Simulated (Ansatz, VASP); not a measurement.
# Two plane-wave programs on SnO2

```
CELL_PARAMETERS angstrom
4.77673 0.00000 0.00000
0.00000 4.77731 0.00000
0.00000 0.00000 3.22718
ATOMIC_POSITIONS crystal
Sn 0.50000 0.50000 0.50000
Sn 0.00000 0.00000 0.00000
O 0.30598 0.28024 0.00000
O 0.80598 0.21976 0.50000
O 0.19402 0.78024 0.50000
O 0.69402 0.71976 0.00000
```

Alike in both runs: task single point; functional LDA; k mesh 6 × 6 × 8; occupations gaussian, width 0.05 eV; no spin polarisation.

```csv
,VASP,Ansatz
version,VASP 6.6.1,Ansatz 0.2.0
potentials or method,"VASP PAW LDA potentials, release 64 (Sn_d, O), cutoff 520 eV","scalar-relativistic, plane waves, PAW"
valence electrons in the cell,52,52
```

```tsv
	VASP	Ansatz	Ansatz less VASP
gap on the k mesh at the Fermi level (eV)	0.69	0.67	-0.022
least direct gap on the mesh (eV)	0.69	0.67	-0.022
pressure (GPa)	-6.4	-7.3	-0.88
traceless stress, the component that is largest in VASP (GPa)	3.22	3.18	-0.040
rms of the force components (eV/Å)	0.855	0.845	-0.0102
```

LDA's correlation is that of Perdew and Zunger in VASP and of Perdew and Wang (1992) in Ansatz. Atom by atom the forces differ by 0.010 eV/Å (rms over components).
